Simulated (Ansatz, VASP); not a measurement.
## Ba in VASP and in Ansatz

The input INCAR:

```
PREC = Accurate
ENCUT = 520
EDIFF = 1E-6
ISMEAR = 0
SIGMA = 0.15
LREAL = F
LASPH = T
NELM = 100
ALGO = Fast
ISIF = 2
LWAVE = F
LCHARG = T
GGA = PS
LELF = T
LVHAR = T
NBANDS = 11
```

File KPOINTS:

```
Automatic mesh
0
Gamma
  14 14 14
```

File POSCAR:

```
Ba
1.0
   -2.3750000000      2.3750000000      2.6250000000
    2.3750000000     -2.3750000000      2.6250000000
    2.3750000000      2.3750000000     -2.6250000000
Ba
1
Direct
    0.0000000000      0.0000000000      0.0000000000
```

Input for Ansatz:

```yaml
crystal:
  lattice:
    - [-2.375, 2.375, 2.625]
    - [2.375, -2.375, 2.625]
    - [2.375, 2.375, -2.625]
  atoms:
    - { symbol: Ba, position: [0.0, 0.0, 0.0] }
basis:
  ecutwfc: 420
kpoints:
  mp_grid: { grid: [14, 14, 14] }
hamiltonian:
  xc: pbesol
scf:
  occupations: { method: gaussian, width: 0.15 }
output:
  forces: true
  stress: true
  eigenvalues: true
```

Change from the starting cell: strain -0.050 along x and y, +0.050 along z, atoms carried along.

Alike in both runs: task single point; functional PBEsol; k mesh 14 × 14 × 14; occupations gaussian, width 0.15 eV; no spin polarisation.

|  | VASP | Ansatz |
| --- | --- | --- |
| version | VASP 6.6.1 | Ansatz 0.2.0 |
| potentials or method | VASP PAW PBE potentials, release 64 (Ba_sv), cutoff 520 eV | scalar-relativistic, plane waves, PAW |
| valence electrons in the cell | 10 | 10 |

|  | VASP | Ansatz | Ansatz less VASP |
| --- | --- | --- | --- |
| gap on the k mesh at the Fermi level (eV) | none | none | - |
| pressure (GPa) | -0.1 | -0.1 | -0.07 |
| traceless stress, the component that is largest in VASP (GPa) | -0.23 | -0.23 | +0.004 |

VASP's potentials were made for PBE, not for PBEsol. A gap of «none» marks a metal or a gap that the smearing closes. The functional is the same, so the differences come from potentials, cutoffs and numerics.

Spin-orbit coupling is off throughout.
